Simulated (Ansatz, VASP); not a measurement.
## Two plane-wave programs on TiC

```
Ti C
1.0
     0.00000    2.19083    2.19083
     2.16646    0.02437    2.16646
     2.16646    2.16646    0.02437
Ti C
1 1
Direct
  0.00000 0.00000 0.00000
  0.50000 0.50000 0.50000
```

Change from the starting cell: strain +0.0225 x Voigt [0, 0, 0, 1, 0, 0], atoms carried along.

Alike in both runs: task single point; functional PBE; k mesh 24 × 24 × 24; occupations gaussian, width 0.15 eV; no spin polarisation.

|  | VASP | Ansatz |
| --- | --- | --- |
| version | VASP 6.6.1 | Ansatz 0.2.0 |
| potentials or method | VASP PAW PBE potentials, release 64 (Ti_sv, C), cutoff 520 eV | scalar-relativistic, plane waves, PAW |
| valence electrons in the cell | 16 | 16 |

|  | VASP | Ansatz | Ansatz less VASP |
| --- | --- | --- | --- |
| gap on the k mesh at the Fermi level (eV) | none | none | - |
| pressure (GPa) | 0.2 | 0.0 | -0.17 |
| traceless stress, the component that is largest in VASP (GPa) | -3.78 | -3.80 | -0.016 |

A gap of «none» marks a metal or a gap that the smearing closes. The functional is the same, so the differences come from potentials, cutoffs and numerics.
